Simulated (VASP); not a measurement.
# Fe (P6_3/mmc) in VASP: further runs

Fe is run at these levels: LDA; tasks: single point.

All numbers are computed with VASP 6.6.1; they aren't measurements. Logs are shortened: lines on timing, memory, paths and dates and some standing lists are left out, and cuts for length are marked.

## (1) The cell of the first run

It takes space group P6_3/mmc (No. 194, hexagonal). Conventional cell: a = 2.308 Å, b = 2.308 Å, c = 3.647 Å, α = 90.00°, β = 90.00°, γ = 120.00°. Fe (site symmetry -6m2) has 12 Fe at 2.26 to 2.31 Å within 3.0 Å.

This isn't the form of Fe at room conditions, which is bcc.

## (2) Single point, LDA (8.41 Å³/atom)

INCAR reads:

```
SYSTEM = Fe
PREC     = Accurate       ! precision mode
ENCUT    = 690            ! plane-wave cutoff, eV
EDIFF    = 1E-6           ! SCF threshold, eV
ISMEAR   = -1             ! smearing method
SIGMA    = 0.1            ! smearing width, eV
LREAL    = .False.        ! projectors in reciprocal space
LASPH    = .True.         ! aspherical terms in the spheres
NELM     = 120            ! most SCF steps
ALGO     = Normal         ! electronic algorithm
ISIF     = 2              ! what is computed and relaxed
LWAVE    = .False.        ! write WAVECAR
LCHARG   = .True.         ! write CHGCAR
GGA      = CA             ! functional
LELF     = .True.         ! ELF
LVHAR    = .True.       
NBANDS   = 23             ! bands
GGA_COMPAT= .False.
```

KPOINTS reads:

```
regular mesh
0
Gamma
  17 17 9
  0 0 0
```

POSCAR reads:

```
Fe
1.0
    2.3076533463      0.0000000000      0.0000000000
   -1.1538266732      1.9984864210      0.0000000000
    0.0000000000      0.0000000000      3.6469725817
Fe
2
Direct
    0.3333333333      0.6666666667      0.2500000000
    0.6666666667      0.3333333333      0.7500000000
```

Potentials or basis: VASP PAW LDA potentials, release 64 (Fe_sv).

Run with:

```console
$ cat potpaw_LDA.64/Fe_sv/POTCAR > POTCAR
$ mpirun -np 1 vasp_std > vasp.out
```

OUTCAR:

```text
SYSTEM = Fe
   PREC = Accurate
   ENCUT = 690
   EDIFF = 1E-6
   ISMEAR = -1
   LREAL = .False.
   LASPH = .True.
   NELM = 120
   ISIF = 2
   GGA = CA

 ion  position               nearest neighbor table
   1  0.333  0.667  0.250-   2 2.26   2 2.26   2 2.26   2 2.26   2 2.26   2 2.26
   2  0.667  0.333  0.750-   1 2.26   1 2.26   1 2.26   1 2.26   1 2.26   1 2.26

  LATTYP: Found a hexagonal cell.
 ALAT       =     2.3076533463
 C/A-ratio  =     1.5803814674

  Lattice vectors:

 A1 = (   2.3076533463,   0.0000000000,   0.0000000000)
 A2 = (  -1.1538266732,   1.9984864210,   0.0000000000)
 A3 = (   0.0000000000,   0.0000000000,   3.6469725817)

Analysis of symmetry for initial positions (statically):
=====================================================================
 Subroutine PRICEL returns:
 Original cell was already a primitive cell.

 Routine SETGRP: Setting up the symmetry group for a
 hexagonal supercell.

 Subroutine GETGRP returns: Found 24 space group operations
 (whereof 12 operations were pure point group operations)
 out of a pool of 24 trial point group operations.

The static configuration has the point symmetry D_3d.
 The point group associated with its full space group is D_6h.

Analysis of symmetry for dynamics (positions and initial velocities):
=====================================================================
 Subroutine PRICEL returns:
 Original cell was already a primitive cell.

 Routine SETGRP: Setting up the symmetry group for a
 hexagonal supercell.

 Subroutine GETGRP returns: Found 24 space group operations
 (whereof 12 operations were pure point group operations)
 out of a pool of 24 trial point group operations.

The dynamic configuration has the point symmetry D_3d.
 The point group associated with its full space group is D_6h.

 Subroutine INISYM returns: Found 24 space group operations
 (whereof 12 operations are pure point group operations),
 and found     1 'primitive' translations

----------------------------------------------------------------------------------------

                                     Primitive cell

  volume of cell :      16.8192

  direct lattice vectors                    reciprocal lattice vectors
     2.307653346  0.000000000  0.000000000     0.433340650  0.250189341  0.000000000
    -1.153826673  1.998486421  0.000000000     0.000000000  0.500378681  0.000000000
     0.000000000  0.000000000  3.646972582     0.000000000  0.000000000  0.274200032

  length of vectors
     2.307653346  2.307653346  3.646972582     0.500378681  0.500378681  0.274200032

  position of ions in fractional coordinates (direct lattice)
     0.333333333  0.666666667  0.250000000
     0.666666667  0.333333333  0.750000000

  ion indices of the primitive-cell ions
   primitive index   ion index
                 1           1
                 2           2

----------------------------------------------------------------------------------------

 KPOINTS: regular mesh

Automatic generation of k-mesh.
 Grid dimensions read from file:
 generate k-points for:   17   17    9

 Generating k-lattice:

  Cartesian coordinates                     Fractional coordinates (reciprocal lattice)
     0.025490626  0.014717020  0.000000000     0.058823529  0.000000000  0.000000000
     0.000000000  0.029434040  0.000000000     0.000000000  0.058823529  0.000000000
     0.000000000  0.000000000  0.030466670     0.000000000  0.000000000  0.111111111

  Length of vectors
     0.029434040  0.029434040  0.030466670

  Shift w.r.t. Gamma in fractional coordinates (k-lattice)
     0.000000000  0.000000000  0.000000000

 Subroutine IBZKPT returns following result:
 ===========================================

 Found    165 irreducible k-points:

 Following reciprocal coordinates:
            Coordinates               Weight
  0.000000  0.000000  0.000000      1.000000
  0.058824 -0.000000  0.000000      6.000000
  0.117647  0.000000  0.000000      6.000000
  0.176471 -0.000000  0.000000      6.000000
  0.235294  0.000000  0.000000      6.000000
  0.294118 -0.000000  0.000000      6.000000
[... 16 lines left out ...]
  0.411765  0.117647  0.000000     12.000000
  0.176471  0.176471  0.000000      6.000000
 [... further k-points ...]
   k-points           NKPTS =    165   k-points in BZ     NKDIM =    165   number of bands    NBANDS=     23
   number of dos      NEDOS =    301   number of ions     NIONS =      2
   total plane-waves  NPLWV =  12800
   dimension x,y,z NGX =    20 NGY =   20 NGZ =   32
   dimension x,y,z NGXF=    40 NGYF=   40 NGZF=   64
   ions per type =               2
   NGX,Y,Z   is equivalent  to a cutoff of  14.41, 14.41, 14.59 a.u.
   NGXF,Y,Z  is equivalent  to a cutoff of  28.82, 28.82, 29.17 a.u.
 SYSTEM =  Fe
   PREC   = accura    normal or accurate (medium, high low for compatibility)
   ISTART =      0    job   : 0-new  1-cont  2-samecut
   ICHARG =      2    charge: 1-file 2-atom 10-const
   ISPIN  =      1    spin polarized calculation?
   LNONCOLLINEAR =      F non collinear calculations
   LSORBIT =      F    spin-orbit coupling
   LASPH  =      T    aspherical Exc in radial PAW
   ENCUT  =  690.0 eV  50.71 Ry    7.12 a.u.   4.94  4.94  7.81*2*pi/ulx,y,z
   NELM   =    120;   NELMIN=  2; NELMDL= -5     # of ELM steps
   EDIFF  = 0.1E-05   stopping-criterion for ELM
   LREAL  =      F    real-space projection
   EDIFFG = 0.1E-04   stopping-criterion for IOM
   NSW    =      0    number of steps for IOM
   IBRION =     -1    ionic relax: 0-MD 1-quasi-New 2-CG
   NFREE  =      0    steps in history (QN), initial steepest desc. (CG)
   ISIF   =      2    stress and relaxation
   ISYM   =      2    0-nonsym 1-usesym 2-fastsym
   POTIM  = 0.5000    time-step for ionic-motion
   TEBEG  =    0.0;   TEEND  =   0.0 temperature during run
   PSTRESS=    0.0 pullay stress
   NELECT =      32.0000    total number of electrons
   NUPDOWN=      -1.0000    fix difference up-down
   EMIN   =  10.00;   EMAX   =-10.00  energy-range for DOS
   EFERMI =   0.00;   METHOD = LEGACY
   ISMEAR =    -1;   SIGMA  =   0.10  broadening in eV -4-tet -1-fermi 0-gaus
   EFERMI_NEDOS =   21; number of points for ismear=-14 and -15
   IALGO  =     38    algorithm
   IMIX   =      4    mixing-type and parameters
     AMIX     =   0.40;   BMIX     =  1.00
     AMIX_MAG =   1.60;   BMIX_MAG =  1.00
  volume/ion in A,a.u.               =       8.41        56.75
  Fermi-wavevector in a.u.,A,eV,Ry     =   2.028570  3.833442 55.989301  4.115098
  Thomas-Fermi vector in A             =   3.037029
   LORBIT       =      0    0 simple, 1 ext, 2 COOP (PROOUT), +10 PAW based schemes
   GGA     = CA    functional components
   LHFCALC =     F    Hartree Fock is set to
   AEXX    =    0.0000 exact exchange contribution
   IVDW    =     0    specifies the selected vdW correction
   LEPSILON=     F    determine dielectric tensor
   LRPA    =     F    only Hartree local field effects (RPA)
 non-spin polarized calculation
  energy-cutoff  :      690.00
  volume of cell :       16.82
 maximum number of plane-waves:       708
 NGX is ok and might be reduce to    20
   NGX =  9   NGY =  9   NGZ = 15

 number of electron      31.9999993 magnetization

 Free energy of the ion-electron system (eV)
  ---------------------------------------------------
  ext. energy  EPLUGINS =         0.00000000
  ---------------------------------------------------
  free energy    TOTEN  =       -18.67698471 eV

  energy without entropy =      -18.61277113  energy(sigma->0) =      -18.64487792

 E-fermi :  17.3164     XC(G=0): -16.1303

 val. band max:       17.3139803579   @ k =   0.4706   0.0588   0.3333
 cond. band min:      17.3213137114   @ k =   0.2941  -0.0000   0.0000
 fundamental gap:      0.0073333535
 Fermi energy:        17.3163613105

 k-point     1 :       0.0000    0.0000    0.0000
  band No.  band energies     occupation
      1     -69.3496      2.00000
      2     -69.0429      2.00000
      3     -36.4700      2.00000
      4     -35.4280      2.00000
      5     -35.4280      2.00000
      6     -35.2496      2.00000
[... 15 lines left out ...]
     22      40.1613      0.00000
     23      44.3328      0.00000

 k-point     2 :       0.0588   -0.0000    0.0000
  band No.  band energies     occupation
      1     -69.3420      2.00000
      2     -69.0399      2.00000
      3     -36.4565      2.00000
      4     -35.4555      2.00000
      5     -35.4373      2.00000
      6     -35.2782      2.00000
[... 15 lines left out ...]
     22      39.9266      0.00000
     23      43.5690      0.00000

 k-point     3 :       0.1176    0.0000    0.0000
  band No.  band energies     occupation
      1     -69.3200      2.00000
      2     -69.0315      2.00000
      3     -36.4169      2.00000
      4     -35.5344      2.00000
      5     -35.4633      2.00000
      6     -35.3591      2.00000
[... 15 lines left out ...]
     22      38.8275      0.00000
     23      42.2735      0.00000

 k-point     4 :       0.1765   -0.0000    0.0000
  band No.  band energies     occupation
      1     -69.2858      2.00000
      2     -69.0193      2.00000
      3     -36.3542      2.00000
      4     -35.6549      2.00000
      5     -35.5017      2.00000
      6     -35.4798      2.00000
[... 15 lines left out ...]
     22      36.6931      0.00000
     23      41.2304      0.00000

 k-point     5 :       0.2353    0.0000    0.0000
  band No.  band energies     occupation
      1     -69.2431      2.00000
      2     -69.0060      2.00000
      3     -36.2729      2.00000
      4     -35.8013      2.00000
      5     -35.6213      2.00000
      6     -35.5463      2.00000
[... 434 lines left out ...]
 k-point    22 :       0.3529    0.1176    0.0000
  band No.  band energies     occupation
      1     -69.1013      2.00000
      2     -68.9857      2.00000
      3     -36.1680      2.00000
      4     -35.9724      2.00000
      5     -35.9654      2.00000
      6     -35.7066      2.00000
[... 15 lines left out ...]
     22      30.9551      0.00000
     23      32.9957      0.00000

 k-point    23 :       0.4118    0.1176    0.0000
  band No.  band energies     occupation
      1     -69.0786      2.00000
      2     -68.9885      2.00000
      3     -36.2195      2.00000
      4     -36.0046      2.00000
      5     -35.9062      2.00000
      6     -35.7330      2.00000
[... 15 lines left out ...]
     22      31.5470      0.00000
     23      32.4343      0.00000

 k-point    24 :       0.1765    0.1765    0.0000
  band No.  band energies     occupation
      1     -69.1856      2.00000
      2     -68.9922      2.00000
      3     -36.1570      2.00000
      4     -35.8763      2.00000
      5     -35.8696      2.00000
      6     -35.5710      2.00000
[... 15 lines left out ...]
     22      32.8255      0.00000
     23      33.8875      0.00000

 [... further k-points ...]
[... 5 lines left out ...]
  --------------------------------------------------------------------------------------
  -------------------------------------------------------------------------------------
  Total        5.9609509      5.9609509      6.2216358     -0.0000000      0.0000000     -0.0000000
  in kB      567.8346051    567.8346051    592.6672021     -0.0000000      0.0000000     -0.0000000
  external PRESSURE =     576.1121374 kB  Pullay stress =       0.0000000 kB

 VOLUME and BASIS-vectors are now :
 -----------------------------------------------------------------------------
  energy-cutoff  :      690.00
  volume of cell :       16.82
      direct lattice vectors                 reciprocal lattice vectors
     2.307653346  0.000000000  0.000000000     0.433340650  0.250189341  0.000000000
    -1.153826673  1.998486421  0.000000000     0.000000000  0.500378681  0.000000000
     0.000000000  0.000000000  3.646972582     0.000000000  0.000000000  0.274200032

 POSITION                                       TOTAL-FORCE (eV/Angst)
 -----------------------------------------------------------------------------------
     -0.00000      1.33232      0.91174        -0.000000      0.000000      0.000000
      1.15383      0.66616      2.73523         0.000000      0.000000      0.000000
 -----------------------------------------------------------------------------------
    total drift:                               -0.000000      0.000000     -0.000000

  FREE ENERGIE OF THE ION-ELECTRON SYSTEM (eV)
  ---------------------------------------------------
  free  energy   TOTEN  =       -18.6769847113 eV

  energy  without entropy=      -18.6127711304  energy(sigma->0) =      -18.64487792
```

Run time: 48 s. Hardware: 1 thread of Intel Xeon Platinum 8488C (Sapphire Rapids), shared host; peak memory 0.18 GiB.

What came out:

```
Free energy            : -18.6770 eV
Pressure               : 57.6 GPa
Band gap on the k mesh : zero (bands 16 and 17 overlap by 2.53 eV)
```

Levels at points of the mesh, in eV from the Fermi level:
```tsv
k point	band 13	band 14	band 15	band 16	band 17	band 18	band 19	band 20
(0.00, 0.00, 0.00)	-2.04	-1.59	-1.59	-1.13	-1.13	0.70	0.95	0.95
```

Caveat: the cell stands under pressure; the run has no spin polarisation, though such a crystal can be magnetic.

## (3) Single point, LDA (9.17 Å³/atom)

This run uses another cell than the first one, of 9.17 Å³/atom.

INCAR reads:

```
PREC = Accurate
ENCUT = 690
EDIFF = 1E-6
ISMEAR = -1
SIGMA = 0.1
LREAL = F
LASPH = T
NELM = 120
ALGO = Normal
ISIF = 2
LWAVE = F
LCHARG = F
NBANDS = 23
GGA_COMPAT = F
```

KPOINTS reads:

```
Automatic mesh
0
Gamma
  17 17 9
```

POSCAR reads:

```
Fe
1.0
    2.3755641191      0.0000000000      0.0000000000
   -1.1877820596      2.0572988754      0.0000000000
    0.0000000000      0.0000000000      3.7542975085
Fe
2
Direct
    0.3333333333      0.6666666667      0.2500000000
    0.6666666667      0.3333333333      0.7500000000
```

Potentials or basis: VASP PAW LDA potentials, release 64 (Fe_sv).

Run with:

```console
$ cat potpaw_LDA.64/Fe_sv/POTCAR > POTCAR
$ mpirun -np 1 vasp_std > vasp.out
```

Run time: 31 s. Hardware: 1 thread of Intel Xeon 6975P-C (Granite Rapids), shared host; peak memory 0.18 GiB.

It converged, with:

```yaml
Free_energy: -19.0150 eV
Pressure: 14.1 GPa
Band_gap_on_the_k_mesh: zero (bands 16 and 17 overlap by 2.22 eV)
```

Stress tensor (GPa, compression positive):
```
13.79  0.00  0.00
 0.00 13.79  0.00
 0.00  0.00 14.62
```

Levels at points of the mesh, in eV from the Fermi level:
```
           k point  band 13  band 14  band 15  band 16  band 17  band 18  band 19  band 20
(0.00, 0.00, 0.00)    -1.80    -1.40    -1.40    -0.99    -0.99     0.59     0.85     0.85
```

Caveat: the cell stands under pressure; the run has no spin polarisation, though such a crystal can be magnetic. Spin polarisation is off, so any magnetic state and its effect on volume and gap are missing.

## (4) Single point, LDA (8.79 Å³/atom)

This run uses another cell than the first one, of 8.79 Å³/atom.

INCAR reads:

```
PREC     = Accurate       # precision mode
ENCUT    = 690            # plane-wave cutoff, eV
EDIFF    = 1E-6           # SCF threshold, eV
ISMEAR   = -1             # smearing method
SIGMA    = 0.1            # smearing width, eV
LREAL    = False          # projectors in reciprocal space
LASPH    = True           # aspherical terms in the spheres
NELM     = 120            # most SCF steps
ALGO     = Normal         # electronic algorithm
ISIF     = 2              # what is computed and relaxed
LWAVE    = False          # write WAVECAR
LCHARG   = False          # write CHGCAR
NBANDS   = 23             # bands
GGA_COMPAT= False
```

KPOINTS reads:

```
regular mesh
0
Gamma
  17 17 9
```

POSCAR reads:

```
Fe
1.0
    2.3421010122      0.0000000000      0.0000000000
   -1.1710505061      2.0283189747      0.0000000000
    0.0000000000      0.0000000000      3.7014130344
Fe
2
Direct
    0.3333333333      0.6666666667      0.2500000000
    0.6666666667      0.3333333333      0.7500000000
```

Run with:

```console
$ cat potpaw_LDA.64/Fe_sv/POTCAR > POTCAR
$ mpirun -np 1 vasp_std > vasp.out
```

Run time: 44 s. Hardware: 1 thread of Intel Xeon 6975P-C (Granite Rapids), shared host; peak memory 0.18 GiB.

It converged, with:

- Free energy: -18.8978 eV
- Pressure: 33.4 GPa
- Band gap on the k mesh: zero (bands 16 and 17 overlap by 2.36 eV)

Stress tensor (GPa, compression positive):
```
32.88  0.00  0.00
 0.00 32.88  0.00
 0.00  0.00 34.47
```

Levels at points of the mesh, in eV from the Fermi level:
```tsv
k point	band 13	band 14	band 15	band 16	band 17	band 18	band 19	band 20
(0.00, 0.00, 0.00)	-1.91	-1.49	-1.49	-1.06	-1.06	0.64	0.90	0.90
```

Caveat: the cell stands under pressure; the run has no spin polarisation, though such a crystal can be magnetic. Spin polarisation is off, so any magnetic state and its effect on volume and gap are missing.

## (5) The runs side by side

```csv
cell,gap on the mesh (eV),pressure (GPa)
"a = 2.308, b = 2.308, c = 3.647 Å, angles 90.0, 90.0, 120.0°, 2 atoms",none,57.6
"a = 2.376, b = 2.376, c = 3.754 Å, angles 90.0, 90.0, 120.0°, 2 atoms",none,14.1
"a = 2.342, b = 2.342, c = 3.701 Å, angles 90.0, 90.0, 120.0°, 2 atoms",none,33.4
```

Alike in all rows: task single point; level LDA; potentials or basis VASP PAW LDA potentials, release 64 (Fe_sv); no spin polarisation; k mesh 17 × 17 × 9; cutoff (eV) 690; smearing fermi-dirac 0.1 eV.

Caveats: the cell stands under pressure; the run has no spin polarisation, though such a crystal can be magnetic.

Absolute energies hang on the potentials; compare differences alone.
